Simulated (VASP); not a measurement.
# InP in VASP: a series of runs, part 2 of 2

VASP 6.6.1. The steps go on from the part before.

**3. Single point, PBE (z stretched by -3 %, then relaxed in part)**

Input file INCAR:

```
ALGO = Normal
EDIFF = 1E-7
ENCUT = 520
GGA = PE
ISIF = 2
ISMEAR = -1
LASPH = True
LCHARG = False
LREAL = False
LWAVE = False
NBANDS = 16
NELM = 60
PREC = Accurate
SIGMA = 0.02
```

Input file KPOINTS:

```
k-points
0
Gamma
  13 13 13
```

Input file POSCAR:

```
InP
1.0
    0.0000000000      2.9343500000      2.8463195000
    2.9343500000      0.0000000000      2.8463195000
    2.9343500000      2.9343500000      0.0000000000
In P
1 1
Direct
    0.0000000000      0.0000000000      0.0000000000
    0.2500000000      0.2500000000      0.2500000000
```

Potentials or basis: VASP PAW PBE potentials, release 64 (In_d, P).

The run is started by

```console
> cat potpaw_PBE.64/In_d/POTCAR potpaw_PBE.64/P/POTCAR > POTCAR
> mpirun -np 1 vasp_std > vasp.out
```

OUTCAR:

```text
EDIFF = 1E-7
   ENCUT = 520
   GGA = PE
   ISIF = 2
   ISMEAR = -1
   LASPH = True
   LREAL = False
   NELM = 60
   PREC = Accurate

 ion  position               nearest neighbor table
   1  0.000  0.000  0.000-   2 2.52   2 2.52   2 2.52   2 2.52
   2  0.250  0.250  0.250-   1 2.52   1 2.52   1 2.52   1 2.52

  LATTYP: Found a body centered tetragonal cell.
 ALAT       =     4.1497975667
 C/A-ratio  =     1.3717871555

  Lattice vectors:

 A1 = (   0.0000000000,  -2.9343500000,  -2.8463195000)
 A2 = (   0.0000000000,   2.9343500000,  -2.8463195000)
 A3 = (   2.9343500000,   0.0000000000,   2.8463195000)

Analysis of symmetry for initial positions (statically):
=====================================================================
 Subroutine PRICEL returns:
 Original cell was already a primitive cell.

 Routine SETGRP: Setting up the symmetry group for a
 body centered tetragonal supercell.

 Subroutine GETGRP returns: Found  8 space group operations
 (whereof  8 operations were pure point group operations)
 out of a pool of 16 trial point group operations.

The static configuration has the point symmetry D_2d.

Analysis of symmetry for dynamics (positions and initial velocities):
=====================================================================
 Subroutine PRICEL returns:
 Original cell was already a primitive cell.

 Routine SETGRP: Setting up the symmetry group for a
 body centered tetragonal supercell.

 Subroutine GETGRP returns: Found  8 space group operations
 (whereof  8 operations were pure point group operations)
 out of a pool of 16 trial point group operations.

The dynamic configuration has the point symmetry D_2d.

 Subroutine INISYM returns: Found  8 space group operations
 (whereof  8 operations are pure point group operations),
 and found     1 'primitive' translations

----------------------------------------------------------------------------------------

                                     Primitive cell

  volume of cell :      49.0160

  direct lattice vectors                    reciprocal lattice vectors
     0.000000000  2.934350000  2.846319500    -0.170395488  0.170395488  0.175665451
     2.934350000  0.000000000  2.846319500     0.170395488 -0.170395488  0.175665451
     2.934350000  2.934350000  0.000000000     0.170395488  0.170395488 -0.175665451

  length of vectors
     4.088024537  4.088024537  4.149797567     0.298207303  0.298207303  0.298207303

  position of ions in fractional coordinates (direct lattice)
     0.000000000  0.000000000  0.000000000
     0.250000000  0.250000000  0.250000000

  ion indices of the primitive-cell ions
   primitive index   ion index
                 1           1
                 2           2

----------------------------------------------------------------------------------------

 KPOINTS: k-points

Automatic generation of k-mesh.
 Grid dimensions read from file:
 generate k-points for:   13   13   13

 Generating k-lattice:

  Cartesian coordinates                     Fractional coordinates (reciprocal lattice)
    -0.013107345  0.013107345  0.013512727     0.076923077  0.000000000  0.000000000
     0.013107345 -0.013107345  0.013512727     0.000000000  0.076923077  0.000000000
     0.013107345  0.013107345 -0.013512727     0.000000000  0.000000000  0.076923077

  Length of vectors
     0.022939023  0.022939023  0.022939023

  Shift w.r.t. Gamma in fractional coordinates (k-lattice)
     0.000000000  0.000000000  0.000000000

 Subroutine IBZKPT returns following result:
 ===========================================

 Found    196 irreducible k-points:

 Following reciprocal coordinates:
            Coordinates               Weight
  0.000000  0.000000  0.000000      1.000000
  0.076923 -0.000000  0.000000      8.000000
  0.153846  0.000000  0.000000      8.000000
  0.230769  0.000000  0.000000      8.000000
  0.307692  0.000000  0.000000      8.000000
  0.384615  0.000000  0.000000      8.000000
[... 16 lines left out ...]
  0.384615  0.153846  0.000000      8.000000
  0.461538  0.153846  0.000000      8.000000
 [... further k-points ...]
   k-points           NKPTS =    196   k-points in BZ     NKDIM =    196   number of bands    NBANDS=     16
   number of dos      NEDOS =    301   number of ions     NIONS =      2
   total plane-waves  NPLWV =  28800
   dimension x,y,z NGX =    30 NGY =   30 NGZ =   32
   dimension x,y,z NGXF=    60 NGYF=   60 NGZF=   64
   ions per type =               1   1
   NGX,Y,Z   is equivalent  to a cutoff of  12.20, 12.20, 12.82 a.u.
   NGXF,Y,Z  is equivalent  to a cutoff of  24.40, 24.40, 25.64 a.u.
 SYSTEM =  unknown system
   PREC   = accura    normal or accurate (medium, high low for compatibility)
   ISTART =      0    job   : 0-new  1-cont  2-samecut
   ICHARG =      2    charge: 1-file 2-atom 10-const
   ISPIN  =      1    spin polarized calculation?
   LNONCOLLINEAR =      F non collinear calculations
   LSORBIT =      F    spin-orbit coupling
   LASPH  =      T    aspherical Exc in radial PAW
   ENCUT  =  520.0 eV  38.22 Ry    6.18 a.u.   7.60  7.60  7.72*2*pi/ulx,y,z
   NELM   =     60;   NELMIN=  2; NELMDL= -5     # of ELM steps
   EDIFF  = 0.1E-06   stopping-criterion for ELM
   LREAL  =      F    real-space projection
   EDIFFG = 0.1E-05   stopping-criterion for IOM
   NSW    =      0    number of steps for IOM
   IBRION =     -1    ionic relax: 0-MD 1-quasi-New 2-CG
   NFREE  =      0    steps in history (QN), initial steepest desc. (CG)
   ISIF   =      2    stress and relaxation
   ISYM   =      2    0-nonsym 1-usesym 2-fastsym
   POTIM  = 0.5000    time-step for ionic-motion
   TEBEG  =    0.0;   TEEND  =   0.0 temperature during run
   PSTRESS=    0.0 pullay stress
   NELECT =      18.0000    total number of electrons
   NUPDOWN=      -1.0000    fix difference up-down
   EMIN   =  10.00;   EMAX   =-10.00  energy-range for DOS
   EFERMI =   0.00;   METHOD = LEGACY
   ISMEAR =    -1;   SIGMA  =   0.02  broadening in eV -4-tet -1-fermi 0-gaus
   EFERMI_NEDOS =   21; number of points for ismear=-14 and -15
   IALGO  =     38    algorithm
   IMIX   =      4    mixing-type and parameters
     AMIX     =   0.40;   BMIX     =  1.00
     AMIX_MAG =   1.60;   BMIX_MAG =  1.00
  volume/ion in A,a.u.               =      24.51       165.39
  Fermi-wavevector in a.u.,A,eV,Ry     =   1.172339  2.215399 18.699555  1.374378
  Thomas-Fermi vector in A             =   2.308769
   LORBIT       =      0    0 simple, 1 ext, 2 COOP (PROOUT), +10 PAW based schemes
   GGA     = PE    functional components
   LHFCALC =     F    Hartree Fock is set to
   AEXX    =    0.0000 exact exchange contribution
   IVDW    =     0    specifies the selected vdW correction
   LEPSILON=     F    determine dielectric tensor
   LRPA    =     F    only Hartree local field effects (RPA)
 non-spin polarized calculation
  energy-cutoff  :      520.00
  volume of cell :       49.02
 maximum number of plane-waves:      1338
   NGX = 15   NGY = 15   NGZ = 15

 number of electron      17.9999998 magnetization

 Free energy of the ion-electron system (eV)
  ---------------------------------------------------
  ext. energy  EPLUGINS =         0.00000000
  ---------------------------------------------------
  free energy    TOTEN  =        -8.34361999 eV

  energy without entropy =       -8.34361999  energy(sigma->0) =       -8.34361999

 E-fermi :   5.9064     XC(G=0):  -9.4025

 val. band max:        5.5747316477   @ k =   0.0000   0.0000   0.0000
 cond. band min:       6.3355319158   @ k =   0.0000   0.0000   0.0000
 fundamental gap:      0.7608002681
 Fermi energy:         5.9063870876

 k-point     1 :       0.0000    0.0000    0.0000
  band No.  band energies     occupation
      1      -8.7625      2.00000
      2      -8.7625      2.00000
      3      -8.7492      2.00000
      4      -8.5944      2.00000
      5      -8.5912      2.00000
      6      -6.2172      2.00000
[... 8 lines left out ...]
     15      14.7394      0.00000
     16      15.1926      0.00000

 k-point     2 :       0.0769   -0.0000    0.0000
  band No.  band energies     occupation
      1      -8.7685      2.00000
      2      -8.7592      2.00000
      3      -8.7486      2.00000
      4      -8.5946      2.00000
      5      -8.5911      2.00000
      6      -6.1459      2.00000
[... 8 lines left out ...]
     15      14.5180      0.00000
     16      14.8383      0.00000
[... 387 lines left out ...]
      5      -8.5685      2.00000
      6      -4.8102      2.00000
[... 8 lines left out ...]
     15      15.8312      0.00000
     16      16.0790      0.00000

 k-point    24 :       0.4615    0.1538    0.0000
  band No.  band energies     occupation
      1      -8.8936      2.00000
      2      -8.7061      2.00000
      3      -8.7024      2.00000
      4      -8.6050      2.00000
      5      -8.5674      2.00000
      6      -4.4201      2.00000
[... 8 lines left out ...]
     15      16.3959      0.00000
     16      16.4434      0.00000

 [... further k-points ...]
[... 5 lines left out ...]
  --------------------------------------------------------------------------------------
  -------------------------------------------------------------------------------------
  Total        1.5267134      1.5267134      1.8606568      0.0000000      0.0000000      0.0000000
  in kB       49.9034561     49.9034561     60.8190165      0.0000000      0.0000000      0.0000000
  external PRESSURE =      53.5419762 kB  Pullay stress =       0.0000000 kB

 VOLUME and BASIS-vectors are now :
 -----------------------------------------------------------------------------
  energy-cutoff  :      520.00
  volume of cell :       49.02
      direct lattice vectors                 reciprocal lattice vectors
     0.000000000  2.934350000  2.846319500    -0.170395488  0.170395488  0.175665451
     2.934350000  0.000000000  2.846319500     0.170395488 -0.170395488  0.175665451
     2.934350000  2.934350000  0.000000000     0.170395488  0.170395488 -0.175665451

 POSITION                                       TOTAL-FORCE (eV/Angst)
 -----------------------------------------------------------------------------------
      0.00000      0.00000      0.00000         0.000000      0.000000      0.000000
      1.46717      1.46717      1.42316         0.000000      0.000000     -0.000000
 -----------------------------------------------------------------------------------
    total drift:                                0.000002      0.000002      0.000009

  FREE ENERGIE OF THE ION-ELECTRON SYSTEM (eV)
  ---------------------------------------------------
  free  energy   TOTEN  =        -8.3436199905 eV

  energy  without entropy=       -8.3436199905  energy(sigma->0) =       -8.34361999
```

stdout:

```text
POSCAR found type information on POSCAR InP
 POSCAR found :  2 types and       2 ions
 scaLAPACK will be used
 LDA part: xc-table for (Slater+PW92), standard interpolation
 POSCAR, INCAR and KPOINTS ok, starting setup
 FFT: planning ... GRIDC
 FFT: planning ... GRID_SOFT
 FFT: planning ... GRID
 WAVECAR not read
 entering main loop
```

Run time: 2.5 min. Hardware: 1 thread of Intel Xeon Platinum 8259CL at 2.50GHz (Skylake/Cascade Lake), shared host; peak memory 0.28 GiB.

What came out:

| Quantity | Value |
| --- | --- |
| Free energy | -8.3436 eV |
| Pressure | 5.4 GPa |
| Band gap on the k mesh | 0.76 eV |

Levels at points of the mesh, in eV from the valence-band top:
| k point | band 7 | band 8 | band 9 | band 10 | band 11 | band 12 |
| --- | --- | --- | --- | --- | --- | --- |
| (0.00, 0.00, 0.00) | -0.14 | -0.14 | 0.00 | 0.76 | 3.98 | 4.02 |

Caveat: the cell differs from its parent crystal (z stretched by -3 %, then relaxed in part); the cell stands under pressure; spin-orbit coupling is left out, which moves the levels of the heavy elements.

**4. Relaxation of the atoms, PBE (26.78 Å³/atom)**

This run uses another cell than the first one, of 26.78 Å³/atom.

Input file INCAR:

```
PREC = Accurate
ENCUT = 520
EDIFF = 1E-6
ISMEAR = -1
SIGMA = 0.02
LREAL = F
LASPH = T
NELM = 60
ALGO = Normal
ISIF = 2
LWAVE = F
LCHARG = F
GGA = PE
IBRION = 2
NSW = 80
EDIFFG = -0.02
```

Input file KPOINTS:

```
regular mesh
0
Gamma
  13 13 13
```

Input file POSCAR:

```
InP
1.0
    0.0000000000      2.9919008855      2.9919008855
    2.9919008855      0.0000000000      2.9919008855
    2.9919008855      2.9919008855      0.0000000000
In P
1 1
Direct
    0.0000000000      0.0000000000      0.0000000000
    0.2500000000      0.2500000000      0.2500000000
```

The run is started by

```console
> cat potpaw_PBE.64/In_d/POTCAR potpaw_PBE.64/P/POTCAR > POTCAR
> mpirun -np 1 vasp_std > vasp.out
```

It took 40 s on 1 thread of Intel Xeon Platinum 8259CL at 2.50GHz (Skylake/Cascade Lake), shared host; peak memory 0.21 GiB.

The run converged. Its results:

| Property | Result |
| --- | --- |
| Free energy | -8.4070 eV |
| Pressure after relaxing | -0.8 GPa |
| Band gap on the k mesh | 0.37 eV |

Final structure:
```
CELL_PARAMETERS angstrom
0.00000 2.99190 2.99190
2.99190 0.00000 2.99190
2.99190 2.99190 0.00000
ATOMIC_POSITIONS crystal
In 0.00000 0.00000 0.00000
P 0.25000 0.25000 0.25000
```

Levels at points of the mesh, in eV from the valence-band top:
```csv
k point,band 7,band 8,band 9,band 10,band 11,band 12
"(0.00, 0.00, 0.00)",0.00,0.00,0.00,0.37,4.09,4.09
```

Caveat: the relaxation stopped at its first step, so nothing moved; spin-orbit coupling is left out, which moves the levels of the heavy elements.

**5. Overview**

| task | cell | gap on the mesh (eV) | pressure (GPa) |
| --- | --- | --- | --- |
| single point | a = 4.150 Å, angles 60.0°, 2 atoms | 0.69 | 3.0 |
| single point | a = 4.088, b = 4.088, c = 4.150 Å, angles 59.5, 59.5, 61.0°, 2 atoms | 0.76 | 5.4 |
| relaxation of the atoms | atoms relaxed from a = 4.231 Å, angles 60.0°, 2 atoms | 0.37 | -0.8 |

Alike in all rows: level PBE; potentials or basis VASP PAW PBE potentials, release 64 (In_d, P); no spin polarisation; k mesh 13 × 13 × 13; cutoff (eV) 520; smearing fermi-dirac 0.02 eV.

Caveats: spin-orbit coupling is left out, which moves the levels of the heavy elements; the cell stands under pressure (at least some runs); the relaxation stopped at its first step, so nothing moved (at least some runs).

Total energies depend on the potentials used, so only differences within one code and one set of settings carry meaning.
